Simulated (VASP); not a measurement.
# In3Se (Pm-3m) in VASP: a series of runs, part 2 of 2

VASP 6.6.1. The steps go on from the part before.

## Step 3: Single point, PBEsol+D4

This run uses another cell than the first one, of 24.73 Å³/atom, 1.016 times its volume.

Input file INCAR:

```
PREC = Accurate
ENCUT = 520
EDIFF = 1E-7
ISMEAR = -1
SIGMA = 0.05
LREAL = False
LASPH = True
NELM = 100
ALGO = Normal
ISIF = 2
LWAVE = False
LCHARG = False
GGA = PS
IVDW = 13
NBANDS = 30
```

Input file KPOINTS:

```
Automatic mesh
0
Gamma
  6 6 6
```

Input file POSCAR:

```
In3Se
1.0
    4.6247816710      0.0000000000      0.0000000000
    0.0000000000      4.6247816710      0.0000000000
    0.0000000000      0.0000000000      4.6247816710
In Se
3 1
Direct
    0.5000000000      0.5000000000      0.0000000000
    0.5000000000      0.0000000000      0.5000000000
    0.0000000000      0.5000000000      0.5000000000
    0.0000000000      0.0000000000      0.0000000000
```

Potentials or basis: VASP PAW PBE potentials, release 64 (In_d, Se).

Command:

```sh
$ cat potpaw_PBE.64/In_d/POTCAR potpaw_PBE.64/Se/POTCAR > POTCAR
$ mpirun -np 1 vasp_std > vasp.out
```

OUTCAR:

```text
PREC = Accurate
   ENCUT = 520
   EDIFF = 1E-7
   ISMEAR = -1
   LREAL = False
   LASPH = True
   NELM = 100
   ISIF = 2
   GGA = PS
   IVDW = 13

 ion  position               nearest neighbor table
   1  0.500  0.500  0.000-   2 3.27   3 3.27   4 3.27   2 3.27   3 3.27   2 3.27   4 3.27   2 3.27
                             3 3.27   4 3.27   3 3.27   4 3.27
   2  0.500  0.000  0.500-   1 3.27   3 3.27   4 3.27   1 3.27   4 3.27   1 3.27   3 3.27   1 3.27
                             3 3.27   4 3.27   4 3.27   3 3.27
   3  0.000  0.500  0.500-   1 3.27   2 3.27   4 3.27   1 3.27   4 3.27   2 3.27   4 3.27   4 3.27
                             1 3.27   2 3.27   1 3.27   2 3.27
   4  0.000  0.000  0.000-   1 3.27   2 3.27   3 3.27   2 3.27   3 3.27   1 3.27   3 3.27   3 3.27
                             1 3.27   2 3.27   2 3.27   1 3.27

  LATTYP: Found a simple cubic cell.
 ALAT       =     4.6247816710

  Lattice vectors:

 A1 = (   4.6247816710,   0.0000000000,   0.0000000000)
 A2 = (   0.0000000000,   4.6247816710,   0.0000000000)
 A3 = (   0.0000000000,   0.0000000000,   4.6247816710)

Analysis of symmetry for initial positions (statically):
=====================================================================
 Subroutine PRICEL returns:
 Original cell was already a primitive cell.

 Routine SETGRP: Setting up the symmetry group for a
 simple cubic supercell.

 Subroutine GETGRP returns: Found 48 space group operations
 (whereof 48 operations were pure point group operations)
 out of a pool of 48 trial point group operations.

The static configuration has the point symmetry O_h .

Analysis of symmetry for dynamics (positions and initial velocities):
=====================================================================
 Subroutine PRICEL returns:
 Original cell was already a primitive cell.

 Routine SETGRP: Setting up the symmetry group for a
 simple cubic supercell.

 Subroutine GETGRP returns: Found 48 space group operations
 (whereof 48 operations were pure point group operations)
 out of a pool of 48 trial point group operations.

The dynamic configuration has the point symmetry O_h .

 Subroutine INISYM returns: Found 48 space group operations
 (whereof 48 operations are pure point group operations),
 and found     1 'primitive' translations

----------------------------------------------------------------------------------------

                                     Primitive cell

  volume of cell :      98.9176

  direct lattice vectors                    reciprocal lattice vectors
     4.624781671  0.000000000  0.000000000     0.216226423  0.000000000  0.000000000
     0.000000000  4.624781671  0.000000000     0.000000000  0.216226423  0.000000000
     0.000000000  0.000000000  4.624781671     0.000000000  0.000000000  0.216226423

  length of vectors
     4.624781671  4.624781671  4.624781671     0.216226423  0.216226423  0.216226423

  position of ions in fractional coordinates (direct lattice)
     0.500000000  0.500000000  0.000000000
     0.500000000  0.000000000  0.500000000
     0.000000000  0.500000000  0.500000000
     0.000000000  0.000000000  0.000000000

  ion indices of the primitive-cell ions
   primitive index   ion index
                 1           1
                 2           2
                 3           3
[... 25 lines left out ...]

 Found     20 irreducible k-points:

 Following reciprocal coordinates:
            Coordinates               Weight
  0.000000  0.000000  0.000000      1.000000
  0.166667  0.000000  0.000000      6.000000
  0.333333  0.000000  0.000000      6.000000
  0.500000  0.000000  0.000000      3.000000
  0.166667  0.166667  0.000000     12.000000
  0.333333  0.166667  0.000000     24.000000
[... 12 lines left out ...]
  0.500000  0.500000  0.333333      6.000000
  0.500000  0.500000  0.500000      1.000000
   k-points           NKPTS =     20   k-points in BZ     NKDIM =     20   number of bands    NBANDS=     30
   number of dos      NEDOS =    301   number of ions     NIONS =      4
   total plane-waves  NPLWV =  46656
   dimension x,y,z NGX =    36 NGY =   36 NGZ =   36
   dimension x,y,z NGXF=    72 NGYF=   72 NGZF=   72
   ions per type =               3   1
   NGX,Y,Z   is equivalent  to a cutoff of  12.94, 12.94, 12.94 a.u.
   NGXF,Y,Z  is equivalent  to a cutoff of  25.88, 25.88, 25.88 a.u.
 SYSTEM =  unknown system
   PREC   = accura    normal or accurate (medium, high low for compatibility)
   ISTART =      0    job   : 0-new  1-cont  2-samecut
   ICHARG =      2    charge: 1-file 2-atom 10-const
   ISPIN  =      1    spin polarized calculation?
   LNONCOLLINEAR =      F non collinear calculations
   LSORBIT =      F    spin-orbit coupling
   LASPH  =      T    aspherical Exc in radial PAW
   ENCUT  =  520.0 eV  38.22 Ry    6.18 a.u.   8.60  8.60  8.60*2*pi/ulx,y,z
   NELM   =    100;   NELMIN=  2; NELMDL= -5     # of ELM steps
   EDIFF  = 0.1E-06   stopping-criterion for ELM
   LREAL  =      F    real-space projection
   EDIFFG = 0.1E-05   stopping-criterion for IOM
   NSW    =      0    number of steps for IOM
   IBRION =     -1    ionic relax: 0-MD 1-quasi-New 2-CG
   NFREE  =      0    steps in history (QN), initial steepest desc. (CG)
   ISIF   =      2    stress and relaxation
   ISYM   =      2    0-nonsym 1-usesym 2-fastsym
   POTIM  = 0.5000    time-step for ionic-motion
   TEBEG  =    0.0;   TEEND  =   0.0 temperature during run
   PSTRESS=    0.0 pullay stress
   NELECT =      45.0000    total number of electrons
   NUPDOWN=      -1.0000    fix difference up-down
   EMIN   =  10.00;   EMAX   =-10.00  energy-range for DOS
   EFERMI =   0.00;   METHOD = LEGACY
   ISMEAR =    -1;   SIGMA  =   0.05  broadening in eV -4-tet -1-fermi 0-gaus
   EFERMI_NEDOS =   21; number of points for ismear=-14 and -15
   IALGO  =     38    algorithm
   IMIX   =      4    mixing-type and parameters
     AMIX     =   0.40;   BMIX     =  1.00
     AMIX_MAG =   1.60;   BMIX_MAG =  1.00
  volume/ion in A,a.u.               =      24.73       166.88
  Fermi-wavevector in a.u.,A,eV,Ry     =   1.259083  2.379322 21.569187  1.585291
  Thomas-Fermi vector in A             =   2.392661
   LORBIT       =      0    0 simple, 1 ext, 2 COOP (PROOUT), +10 PAW based schemes
   GGA     = PS    functional components
   LHFCALC =     F    Hartree Fock is set to
   AEXX    =    0.0000 exact exchange contribution
   IVDW    =    13    specifies the selected vdW correction
   LEPSILON=     F    determine dielectric tensor
   LRPA    =     F    only Hartree local field effects (RPA)
 non-spin polarized calculation
  energy-cutoff  :      520.00
  volume of cell :       98.92
 maximum number of plane-waves:      2688
 NGX is ok and might be reduce to    36
   NGX = 17   NGY = 17   NGZ = 17

 number of electron      44.9999956 magnetization

 Free energy of the ion-electron system (eV)
  ---------------------------------------------------
  ext. energy  EPLUGINS =         0.00000000
  ---------------------------------------------------
  free energy    TOTEN  =       -13.23232073 eV

  energy without entropy =      -13.22362750  energy(sigma->0) =      -13.22797411

 E-fermi :   7.0476     XC(G=0): -10.4321

 val. band max:        6.9908708932   @ k =   0.5000   0.1667   0.0000
 cond. band min:       7.1412203764   @ k =   0.1667   0.1667   0.0000
 fundamental gap:      0.1503494832
 Fermi energy:         7.0476348061

 k-point     1 :       0.0000    0.0000    0.0000
  band No.  band energies     occupation
      1      -7.8295      2.00000
      2      -7.7853      2.00000
      3      -7.7853      2.00000
      4      -7.7853      2.00000
      5      -7.6287      2.00000
      6      -7.6287      2.00000
[... 649 lines left out ...]
     29      15.8159      0.00000
     30      16.1721      0.00000

------------------------ aborting loop because EDIFF is reached ----------------------------------------

  DFT-D4 for vdW energy calculation

  Edisp (eV):   -0.88771

  FORCE on cell =-STRESS in cart. coord.  units (eV):
  Direction    XX          YY          ZZ          XY          YZ          ZX
  --------------------------------------------------------------------------------------
  -------------------------------------------------------------------------------------
  Total      -0.01427    -0.01427    -0.01427     0.00000     0.00000    -0.00000
  in kB      -0.23120    -0.23120    -0.23120     0.00000     0.00000    -0.00000
  external pressure =       -0.23 kB  Pullay stress =        0.00 kB

 VOLUME and BASIS-vectors are now :
 -----------------------------------------------------------------------------
  energy-cutoff  :      520.00
  volume of cell :       98.92
      direct lattice vectors                 reciprocal lattice vectors
     4.624781671  0.000000000  0.000000000     0.216226423  0.000000000  0.000000000
     0.000000000  4.624781671  0.000000000     0.000000000  0.216226423  0.000000000
     0.000000000  0.000000000  4.624781671     0.000000000  0.000000000  0.216226423

 POSITION                                       TOTAL-FORCE (eV/Angst)
 -----------------------------------------------------------------------------------
      2.31239      2.31239      0.00000         0.000000      0.000000      0.000000
      2.31239      0.00000      2.31239         0.000000      0.000000      0.000000
      0.00000      2.31239      2.31239         0.000000      0.000000      0.000000
      0.00000      0.00000      0.00000         0.000000      0.000000      0.000000
 -----------------------------------------------------------------------------------
    total drift:                                0.000000      0.000000      0.000000

  FREE ENERGIE OF THE ION-ELECTRON SYSTEM (eV)
  ---------------------------------------------------
  free  energy   TOTEN  =       -14.1200257851 eV

  energy  without entropy=      -14.1113325562  energy(sigma->0) =      -14.11567917
```

OSZICAR:

```text
N       E                     dE             d eps       ncg     rms          rms(c)
DAV:   1     0.407753184822E+03    0.40775E+03   -0.21399E+04  1200   0.194E+03
DAV:   2     0.292172226175E+02   -0.37854E+03   -0.37036E+03  1200   0.456E+02
DAV:   3    -0.116255141757E+02   -0.40843E+02   -0.39435E+02  1480   0.164E+02
DAV:   4    -0.134201887097E+02   -0.17947E+01   -0.17901E+01  1402   0.359E+01
DAV:   5    -0.134948304832E+02   -0.74642E-01   -0.74638E-01  1774   0.627E+00    0.477E+00
DAV:   6    -0.132484798587E+02    0.24635E+00   -0.66473E-01  1614   0.967E+00    0.280E+00
DAV:   7    -0.132370213611E+02    0.11458E-01   -0.12691E-01  1602   0.244E+00    0.955E-01
DAV:   8    -0.132328955376E+02    0.41258E-02   -0.10581E-02  1714   0.678E-01    0.270E-01
DAV:   9    -0.132323408215E+02    0.55472E-03   -0.22978E-03  1788   0.331E-01    0.127E-01
DAV:  10    -0.132323209843E+02    0.19837E-04   -0.25974E-04  1712   0.182E-01    0.580E-02
DAV:  11    -0.132323232927E+02   -0.23085E-05   -0.55346E-05  1836   0.514E-02    0.130E-02
DAV:  12    -0.132323207498E+02    0.25430E-05   -0.42120E-06  1582   0.250E-02    0.603E-03
DAV:  13    -0.132323207277E+02    0.22053E-07   -0.39926E-07  1258   0.392E-03
   1 F= -.14120026E+02 E0= -.14115679E+02  d E =-.869323E-02
```

It took 57 s on 1 thread of Intel Xeon Platinum 8259CL at 2.50GHz (Skylake/Cascade Lake), shared host; peak memory 0.22 GiB.

Results:

| Property | Result |
| --- | --- |
| Free energy | -14.1200 eV |
| Pressure | 0.0 GPa |
| Dispersion energy per atom | -0.222 eV |

Levels at points of the mesh, in eV from the Fermi level:
```tsv
k point	band 21	band 22	band 23	band 24	band 25	band 26
(0.00, 0.00, 0.00)	-2.08	-2.08	1.18	1.18	1.18	4.41
(0.50, 0.00, 0.00)	-1.34	-1.15	-0.30	-0.30	1.18	4.07
(0.50, 0.50, 0.00)	-1.07	-0.56	-0.56	1.62	1.70	1.70
(0.50, 0.50, 0.50)	-4.46	-4.46	-3.68	3.36	3.36	3.36
```

Caveat: the PAW data sets were made with another functional, which shifts forces and pressure a little; spin-orbit coupling is left out, which moves the levels of the heavy elements; pairwise dispersion overbinds metals, which lowers pressure and volume.
